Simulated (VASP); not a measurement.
# BiTe (I4/mmm) in VASP: further runs

Runs on BiTe. Level: LDA. Tasks: single point.

All numbers are computed with VASP 6.6.1; they aren't measurements. Logs are shortened: lines on timing, memory, paths and dates and some standing lists are left out, and cuts for length are marked.

### 1 The cell of the first run

The structure is tetragonal, space group I4/mmm (No. 139). Conventional cell: a = 4.621 Å, b = 4.621 Å, c = 6.470 Å, α = 90.00°, β = 90.00°, γ = 90.00°. Bi (site symmetry 4/mmm) has 6 Te at 3.23 to 3.27 Å within 4.3 Å. Te (site symmetry 4/mmm) has 6 Bi at 3.23 to 3.27 Å within 4.3 Å.

### 2 Single point, LDA (equal xx and yy strain of +1 %)

INCAR

```
SYSTEM = BiTe
ALGO = Normal
EDIFF = 1E-7
ENCUT = 520
GGA = CA
ISIF = 2
ISMEAR = -1
LASPH = .True.
LCHARG = .False.
LREAL = .False.
LWAVE = .False.
NBANDS = 18
NELM = 60
PREC = Accurate
SIGMA = 0.08
```

KPOINTS

```
k-points
0
Gamma
  10 10 10
  0 0 0
```

POSCAR

```
BiTe
1.0
    0.0000000000      3.2673500000      3.2350000000
    3.2673500000      0.0000000000      3.2350000000
    3.2673500000      3.2673500000      0.0000000000
Bi Te
1 1
Direct
    0.0000000000      0.0000000000      0.0000000000
    0.5000000000      0.5000000000      0.5000000000
```

Potentials or basis: VASP PAW LDA potentials, release 64 (Bi_d, Te).

Started as:

```
$ cat potpaw_LDA.64/Bi_d/POTCAR potpaw_LDA.64/Te/POTCAR > POTCAR
$ mpirun -np 1 vasp_std > vasp.out
```

OUTCAR:

```text
SYSTEM = BiTe
   EDIFF = 1E-7
   ENCUT = 520
   GGA = CA
   ISIF = 2
   ISMEAR = -1
   LASPH = .True.
   LREAL = .False.
   NELM = 60
   PREC = Accurate

 ion  position               nearest neighbor table
   1  0.000  0.000  0.000-   2 3.23   2 3.23   2 3.27   2 3.27   2 3.27   2 3.27
   2  0.500  0.500  0.500-   1 3.23   1 3.23   1 3.27   1 3.27   1 3.27   1 3.27

  LATTYP: Found a body centered tetragonal cell.
 ALAT       =     4.6207306830
 C/A-ratio  =     1.4002114479

  Lattice vectors:

 A1 = (   0.0000000000,  -3.2673500000,  -3.2350000000)
 A2 = (   0.0000000000,   3.2673500000,  -3.2350000000)
 A3 = (   3.2673500000,   0.0000000000,   3.2350000000)

Analysis of symmetry for initial positions (statically):
=====================================================================
 Subroutine PRICEL returns:
 Original cell was already a primitive cell.

 Routine SETGRP: Setting up the symmetry group for a
 body centered tetragonal supercell.

 Subroutine GETGRP returns: Found 16 space group operations
 (whereof 16 operations were pure point group operations)
 out of a pool of 16 trial point group operations.

The static configuration has the point symmetry D_4h.

Analysis of symmetry for dynamics (positions and initial velocities):
=====================================================================
 Subroutine PRICEL returns:
 Original cell was already a primitive cell.

 Routine SETGRP: Setting up the symmetry group for a
 body centered tetragonal supercell.

 Subroutine GETGRP returns: Found 16 space group operations
 (whereof 16 operations were pure point group operations)
 out of a pool of 16 trial point group operations.

The dynamic configuration has the point symmetry D_4h.

 Subroutine INISYM returns: Found 16 space group operations
 (whereof 16 operations are pure point group operations),
 and found     1 'primitive' translations

----------------------------------------------------------------------------------------

                                     Primitive cell

  volume of cell :      69.0710

  direct lattice vectors                    reciprocal lattice vectors
     0.000000000  3.267350000  3.235000000    -0.153029213  0.153029213  0.154559505
     3.267350000  0.000000000  3.235000000     0.153029213 -0.153029213  0.154559505
     3.267350000  3.267350000  0.000000000     0.153029213  0.153029213 -0.154559505

  length of vectors
     4.597912681  4.597912681  4.620730683     0.265940822  0.265940822  0.265940822

  position of ions in fractional coordinates (direct lattice)
     0.000000000  0.000000000  0.000000000
     0.500000000  0.500000000  0.500000000

  ion indices of the primitive-cell ions
   primitive index   ion index
                 1           1
                 2           2

----------------------------------------------------------------------------------------

 KPOINTS: k-points

Automatic generation of k-mesh.
 Grid dimensions read from file:
 generate k-points for:   10   10   10

 Generating k-lattice:

  Cartesian coordinates                     Fractional coordinates (reciprocal lattice)
    -0.015302921  0.015302921  0.015455951     0.100000000  0.000000000  0.000000000
     0.015302921 -0.015302921  0.015455951     0.000000000  0.100000000  0.000000000
     0.015302921  0.015302921 -0.015455951     0.000000000  0.000000000  0.100000000

  Length of vectors
     0.026594082  0.026594082  0.026594082

  Shift w.r.t. Gamma in fractional coordinates (k-lattice)
     0.000000000  0.000000000  0.000000000

 Subroutine IBZKPT returns following result:
 ===========================================

 Found    102 irreducible k-points:

 Following reciprocal coordinates:
            Coordinates               Weight
  0.000000  0.000000  0.000000      1.000000
  0.100000  0.000000  0.000000      8.000000
  0.200000  0.000000  0.000000      8.000000
  0.300000  0.000000  0.000000      8.000000
  0.400000  0.000000  0.000000      8.000000
  0.500000  0.000000  0.000000      4.000000
[... 16 lines left out ...]
  0.300000  0.300000  0.000000      2.000000
  0.400000  0.300000  0.000000      8.000000
 [... further k-points ...]
   k-points           NKPTS =    102   k-points in BZ     NKDIM =    102   number of bands    NBANDS=     18
   number of dos      NEDOS =    301   number of ions     NIONS =      2
   total plane-waves  NPLWV =  46656
   dimension x,y,z NGX =    36 NGY =   36 NGZ =   36
   dimension x,y,z NGXF=    72 NGYF=   72 NGZF=   72
   ions per type =               1   1
   NGX,Y,Z   is equivalent  to a cutoff of  13.02, 13.02, 12.95 a.u.
   NGXF,Y,Z  is equivalent  to a cutoff of  26.03, 26.03, 25.90 a.u.
 SYSTEM =  BiTe
   PREC   = accura    normal or accurate (medium, high low for compatibility)
   ISTART =      0    job   : 0-new  1-cont  2-samecut
   ICHARG =      2    charge: 1-file 2-atom 10-const
   ISPIN  =      1    spin polarized calculation?
   LNONCOLLINEAR =      F non collinear calculations
   LSORBIT =      F    spin-orbit coupling
   LASPH  =      T    aspherical Exc in radial PAW
   ENCUT  =  520.0 eV  38.22 Ry    6.18 a.u.   8.55  8.55  8.59*2*pi/ulx,y,z
   NELM   =     60;   NELMIN=  2; NELMDL= -5     # of ELM steps
   EDIFF  = 0.1E-06   stopping-criterion for ELM
   LREAL  =      F    real-space projection
   EDIFFG = 0.1E-05   stopping-criterion for IOM
   NSW    =      0    number of steps for IOM
   IBRION =     -1    ionic relax: 0-MD 1-quasi-New 2-CG
   NFREE  =      0    steps in history (QN), initial steepest desc. (CG)
   ISIF   =      2    stress and relaxation
   ISYM   =      2    0-nonsym 1-usesym 2-fastsym
   POTIM  = 0.5000    time-step for ionic-motion
   TEBEG  =    0.0;   TEEND  =   0.0 temperature during run
   PSTRESS=    0.0 pullay stress
   NELECT =      21.0000    total number of electrons
   NUPDOWN=      -1.0000    fix difference up-down
   EMIN   =  10.00;   EMAX   =-10.00  energy-range for DOS
   EFERMI =   0.00;   METHOD = LEGACY
   ISMEAR =    -1;   SIGMA  =   0.08  broadening in eV -4-tet -1-fermi 0-gaus
   EFERMI_NEDOS =   21; number of points for ismear=-14 and -15
   IALGO  =     38    algorithm
   IMIX   =      4    mixing-type and parameters
     AMIX     =   0.40;   BMIX     =  1.00
     AMIX_MAG =   1.60;   BMIX_MAG =  1.00
  volume/ion in A,a.u.               =      34.54       233.06
  Fermi-wavevector in a.u.,A,eV,Ry     =   1.100819  2.080247 16.487585  1.211803
  Thomas-Fermi vector in A             =   2.237237
   LORBIT       =      0    0 simple, 1 ext, 2 COOP (PROOUT), +10 PAW based schemes
   GGA     = CA    functional components
   LHFCALC =     F    Hartree Fock is set to
   AEXX    =    0.0000 exact exchange contribution
   IVDW    =     0    specifies the selected vdW correction
   LEPSILON=     F    determine dielectric tensor
   LRPA    =     F    only Hartree local field effects (RPA)
 non-spin polarized calculation
  energy-cutoff  :      520.00
  volume of cell :       69.07
 maximum number of plane-waves:      1876
 NGX is ok and might be reduce to    36
   NGX = 17   NGY = 17   NGZ = 17

 number of electron      20.9999995 magnetization

 Free energy of the ion-electron system (eV)
  ---------------------------------------------------
  ext. energy  EPLUGINS =         0.00000000
  ---------------------------------------------------
  free energy    TOTEN  =        -8.47533679 eV

  energy without entropy =       -8.44456901  energy(sigma->0) =       -8.45995290

 E-fermi :   6.1769     XC(G=0):  -9.5894

 val. band max:        6.1673528335   @ k =   0.2000   0.0000   0.2000
 cond. band min:       6.1873259562   @ k =   0.5000   0.1000   0.0000
 fundamental gap:      0.0199731227
 Fermi energy:         6.1768699857

 k-point     1 :       0.0000    0.0000    0.0000
  band No.  band energies     occupation
      1     -16.8771      2.00000
      2     -16.8702      2.00000
      3     -16.8692      2.00000
      4     -16.8692      2.00000
      5     -16.8643      2.00000
      6      -7.2019      2.00000
[... 10 lines left out ...]
     17      12.1385      0.00000
     18      12.7410      0.00000

 k-point     2 :       0.1000    0.0000    0.0000
  band No.  band energies     occupation
      1     -16.8774      2.00000
      2     -16.8706      2.00000
      3     -16.8689      2.00000
      4     -16.8686      2.00000
      5     -16.8639      2.00000
      6      -7.1151      2.00000
[... 10 lines left out ...]
     17      12.7315      0.00000
     18      13.2917      0.00000

 k-point     3 :       0.2000    0.0000    0.0000
  band No.  band energies     occupation
      1     -16.8783      2.00000
      2     -16.8716      2.00000
      3     -16.8682      2.00000
      4     -16.8669      2.00000
      5     -16.8629      2.00000
      6      -6.8571      2.00000
[... 10 lines left out ...]
     17      14.0403      0.00000
     18      14.4804      0.00000

 k-point     4 :       0.3000    0.0000    0.0000
  band No.  band energies     occupation
      1     -16.8795      2.00000
      2     -16.8730      2.00000
      3     -16.8673      2.00000
      4     -16.8647      2.00000
      5     -16.8614      2.00000
      6      -6.4363      2.00000
[... 10 lines left out ...]
     17      15.3113      0.00000
     18      16.0046      0.00000

 k-point     5 :       0.4000    0.0000    0.0000
  band No.  band energies     occupation
      1     -16.8806      2.00000
      2     -16.8741      2.00000
      3     -16.8667      2.00000
      4     -16.8629      2.00000
      5     -16.8601      2.00000
      6      -5.8709      2.00000
[... 10 lines left out ...]
     17      15.0208      0.00000
     18      16.4502      0.00000

 k-point     6 :       0.5000    0.0000    0.0000
  band No.  band energies     occupation
      1     -16.8810      2.00000
      2     -16.8745      2.00000
      3     -16.8665      2.00000
      4     -16.8622      2.00000
      5     -16.8596      2.00000
      6      -5.3104      2.00000
[... 10 lines left out ...]
     17      14.4083      0.00000
     18      15.3497      0.00000

 k-point     7 :       0.1000    0.1000    0.0000
  band No.  band energies     occupation
      1     -16.8782      2.00000
      2     -16.8698      2.00000
      3     -16.8683      2.00000
      4     -16.8683      2.00000
      5     -16.8646      2.00000
      6      -7.0836      2.00000
[... 10 lines left out ...]
     17      12.3876      0.00000
     18      12.9110      0.00000

 k-point     8 :       0.2000    0.1000    0.0000
  band No.  band energies     occupation
      1     -16.8795      2.00000
      2     -16.8701      2.00000
      3     -16.8673      2.00000
      4     -16.8667      2.00000
      5     -16.8644      2.00000
      6      -6.8815      2.00000
[... 10 lines left out ...]
     17      13.0749      0.00000
     18      13.5056      0.00000
[... 229 lines left out ...]
     17      15.1697      0.00000
     18      15.8856      0.00000

 k-point    20 :      -0.4000    0.2000    0.0000
  band No.  band energies     occupation
      1     -16.8828      2.00000
      2     -16.8722      2.00000
      3     -16.8649      2.00000
      4     -16.8623      2.00000
      5     -16.8609      2.00000
      6      -5.2774      2.00000
[... 10 lines left out ...]
     17      15.7090      0.00000
     18      17.0098      0.00000

 k-point    21 :      -0.3000    0.2000    0.0000
  band No.  band energies     occupation
      1     -16.8811      2.00000
      2     -16.8727      2.00000
      3     -16.8661      2.00000
      4     -16.8639      2.00000
      5     -16.8601      2.00000
      6      -5.8416      2.00000
[... 10 lines left out ...]
     17      14.7060      0.00000
     18      15.6440      0.00000

 k-point    22 :      -0.2000    0.2000    0.0000
  band No.  band energies     occupation
      1     -16.8793      2.00000
      2     -16.8728      2.00000
      3     -16.8675      2.00000
      4     -16.8657      2.00000
      5     -16.8602      2.00000
      6      -6.3239      2.00000
[... 10 lines left out ...]
     17      14.1478      0.00000
     18      15.3357      0.00000

 k-point    23 :       0.3000    0.3000    0.0000
  band No.  band energies     occupation
      1     -16.8853      2.00000
      2     -16.8673      2.00000
      3     -16.8664      2.00000
      4     -16.8628      2.00000
      5     -16.8628      2.00000
      6      -6.2291      2.00000
[... 10 lines left out ...]
     17      14.2795      0.00000
     18      14.2795      0.00000

 k-point    24 :       0.4000    0.3000    0.0000
  band No.  band energies     occupation
      1     -16.8868      2.00000
      2     -16.8674      2.00000
      3     -16.8664      2.00000
      4     -16.8617      2.00000
      5     -16.8613      2.00000
      6      -5.8937      2.00000
[... 10 lines left out ...]
     17      15.1536      0.00000
     18      15.2313      0.00000

 [... further k-points ...]
[... 5 lines left out ...]
  --------------------------------------------------------------------------------------
  -------------------------------------------------------------------------------------
  Total       -1.6256853     -1.6256853     -1.3566589      0.0000000     -0.0000000     -0.0000000
  in kB      -37.7095605    -37.7095605    -31.4691971      0.0000000     -0.0000000     -0.0000000
  external PRESSURE =     -35.6294394 kB  Pullay stress =       0.0000000 kB

 VOLUME and BASIS-vectors are now :
 -----------------------------------------------------------------------------
  energy-cutoff  :      520.00
  volume of cell :       69.07
      direct lattice vectors                 reciprocal lattice vectors
     0.000000000  3.267350000  3.235000000    -0.153029213  0.153029213  0.154559505
     3.267350000  0.000000000  3.235000000     0.153029213 -0.153029213  0.154559505
     3.267350000  3.267350000  0.000000000     0.153029213  0.153029213 -0.154559505

 POSITION                                       TOTAL-FORCE (eV/Angst)
 -----------------------------------------------------------------------------------
      0.00000      0.00000      0.00000         0.000000      0.000000      0.000000
      3.26735      3.26735      3.23500         0.000000      0.000000     -0.000000
 -----------------------------------------------------------------------------------
    total drift:                               -0.000000      0.000000      0.000000

  FREE ENERGIE OF THE ION-ELECTRON SYSTEM (eV)
  ---------------------------------------------------
  free  energy   TOTEN  =        -8.4753367859 eV

  energy  without entropy=       -8.4445690141  energy(sigma->0) =       -8.45995290
```

It took 78 s on 1 thread of Intel Xeon 6975P-C (Granite Rapids), shared host; peak memory 0.26 GiB.

Results:

| Quantity | Value |
| --- | --- |
| Free energy | -8.4753 eV |
| Pressure | -3.6 GPa |

Caveat: the cell differs from its parent crystal (equal xx and yy strain of +1 %); spin-orbit coupling is left out, which moves the levels of the heavy elements.

### 3 Single point, LDA (equal xx and yy strain of +2 %)

INCAR

```
SYSTEM = BiTe
  PREC = Accurate
  ENCUT = 520
  EDIFF = 1E-6
  ISMEAR = -1
  SIGMA = 0.08
  LREAL = .FALSE.
  LASPH = .TRUE.
  NELM = 60
  ALGO = Normal
  ISIF = 2
  LWAVE = .FALSE.
  LCHARG = .TRUE.
  LELF = .TRUE.
  LVHAR = .TRUE.
  NBANDS = 18
```

KPOINTS

```
regular mesh
0
G
  10 10 10
  0 0 0
```

POSCAR

```
BiTe
1.0
    0.0000000000      3.2997000000      3.2350000000
    3.2997000000      0.0000000000      3.2350000000
    3.2997000000      3.2997000000      0.0000000000
Bi Te
1 1
Direct
    0.0000000000      0.0000000000      0.0000000000
    0.5000000000      0.5000000000      0.5000000000
```

Potentials or basis: VASP PAW LDA potentials, release 64 (Bi_d, Te).

Started as:

```
$ cat potpaw_LDA.64/Bi_d/POTCAR potpaw_LDA.64/Te/POTCAR > POTCAR
$ mpirun -np 1 vasp_std > vasp.out
```

Wall time 73 s (1 thread of Intel Xeon 6975P-C (Granite Rapids), shared host); peak memory 0.26 GiB.

Results (log left out):

* Free energy: -8.4393 eV
* Pressure: -4.3 GPa

Stress tensor (GPa, compression positive):
```
-4.71  0.00  0.00
 0.00 -4.71  0.00
 0.00  0.00 -3.50
```

Levels at points of the mesh, in eV from the Fermi level:
```csv
k point,band 6,band 7,band 8,band 9,band 10,band 11,band 12,band 13,band 14,band 15
"(0.00, 0.00, 0.00)",-13.25,-8.29,-2.57,-2.31,-2.31,1.91,1.91,2.35,4.72,4.72
"(0.50, 0.00, 0.00)",-11.41,-11.12,-1.80,-1.78,-1.55,-0.84,-0.58,-0.53,7.20,7.64
"(0.50, 0.50, 0.00)",-11.49,-10.08,-5.41,-3.81,-3.81,2.37,3.34,3.34,4.83,8.62
"(0.50, 0.00, 0.50)",-11.68,-9.88,-5.34,-3.91,-3.66,2.41,3.19,3.64,4.55,8.52
```

Caveat: the cell differs from its parent crystal (equal xx and yy strain of +2 %); spin-orbit coupling is left out, which moves the levels of the heavy elements.
